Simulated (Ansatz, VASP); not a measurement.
**Two plane-wave programs on NaI**

```xyz
2
Lattice="0.0000 3.2849 3.2849 3.2849 0.0000 3.2849 3.2849 3.2849 0.0000" Properties=species:S:1:pos:R:3 pbc="T T T"
Na    0.0000    0.0000    0.0000
I     3.2849    3.2849    3.2849
```

Change from the starting cell: strain +0.015 along x and y, +0.015 along z, atoms carried along.

Alike in both runs: task single point; functional PBEsol; k mesh 6 × 6 × 6; occupations gaussian, width 0.05 eV; no spin polarisation.

```csv
,VASP,Ansatz
version,VASP 6.6.1,Ansatz 0.2.0
potentials or method,"VASP PAW PBE potentials, release 64 (Na_pv, I), cutoff 520 eV","scalar-relativistic, plane waves, PAW"
valence electrons in the cell,14,26
```

|  | VASP | Ansatz | Ansatz less VASP |
| --- | --- | --- | --- |
| gap on the k mesh at the Fermi level (eV) | 3.40 | 3.40 | +0.004 |
| least direct gap on the mesh (eV) | 3.40 | 3.40 | +0.004 |
| pressure (GPa) | -1.1 | -1.1 | -0.03 |

VASP's potentials were made for PBE, not for PBEsol. With one functional, cell and mesh, what is left measures potentials, basis and numerics. VASP's potentials hold 14 valence electrons a cell and Ansatz's 26, so a difference there can come from the potentials and not from the codes.

Spin-orbit coupling is off throughout.
